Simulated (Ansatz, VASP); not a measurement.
# One calculation of TiSi2, two programs

File INCAR:

```
SYSTEM = TiSi2
PREC = Accurate
ENCUT = 520
EDIFF = 1E-6
ISMEAR = 0
SIGMA = 0.14
LREAL = .FALSE.
LASPH = .TRUE.
NELM = 100
ALGO = Normal
ISIF = 2
LWAVE = .FALSE.
LCHARG = .FALSE.
GGA = PE
NBANDS = 17
```

The input KPOINTS:

```
regular mesh
0
G
  6 6 6
  0 0 0
```

POSCAR

```
TiSi2
1.0
   -1.4728720000      1.7121300000      4.2120830000
    1.4728720000     -1.7121300000      4.2120830000
    1.4728720000      1.7121300000     -4.2120830000
Ti Si
1 2
Direct
    0.0000000000      0.0000000000      0.0000000000
    0.3299220000      0.3299220000      0.0000000000
    0.6700780000      0.6700780000      0.0000000000
```

Input for Ansatz:

```yaml
crystal:
  lattice:
    - [-1.472872, 1.71213, 4.212083]
    - [1.472872, -1.71213, 4.212083]
    - [1.472872, 1.71213, -4.212083]
  atoms:
    - { symbol: Ti, position: [0.0, 0.0, 0.0] }
    - { symbol: Si, position: [0.329922, 0.329922, 0.0] }
    - { symbol: Si, position: [0.670078, 0.670078, 0.0] }
basis:
  ecutwfc: 420
kpoints:
  mp_grid: { grid: [6, 6, 6] }
hamiltonian:
  xc: pbe
scf:
  occupations: { method: gaussian, width: 0.14 }
output:
  forces: true
  stress: true
  eigenvalues: true
```

Alike in both runs: task single point; functional PBE; k mesh 6 × 6 × 6; occupations gaussian, width 0.14 eV; no spin polarisation.

|  | VASP | Ansatz |
| --- | --- | --- |
| version | VASP 6.6.1 | Ansatz 0.2.0 |
| potentials or method | VASP PAW PBE potentials, release 64 (Ti_sv, Si), cutoff 520 eV | scalar-relativistic, plane waves, PAW |
| valence electrons in the cell | 20 | 20 |

|  | VASP | Ansatz | Ansatz less VASP |
| --- | --- | --- | --- |
| gap on the k mesh at the Fermi level (eV) | none | none | - |
| pressure (GPa) | 0.4 | 0.4 | +0.03 |
| traceless stress, the component that is largest in VASP (GPa) | 2.76 | 2.76 | -0.001 |
| rms of the force components (eV/Å) | 0.079 | 0.079 | -0.0003 |

Atom by atom the forces differ by 0.000 eV/Å (rms over components). A gap of «none» marks a metal or a gap that the smearing closes. The functional is the same, so the differences come from potentials, cutoffs and numerics.

The k mesh is coarse, so the values compare programs but aren't converged.
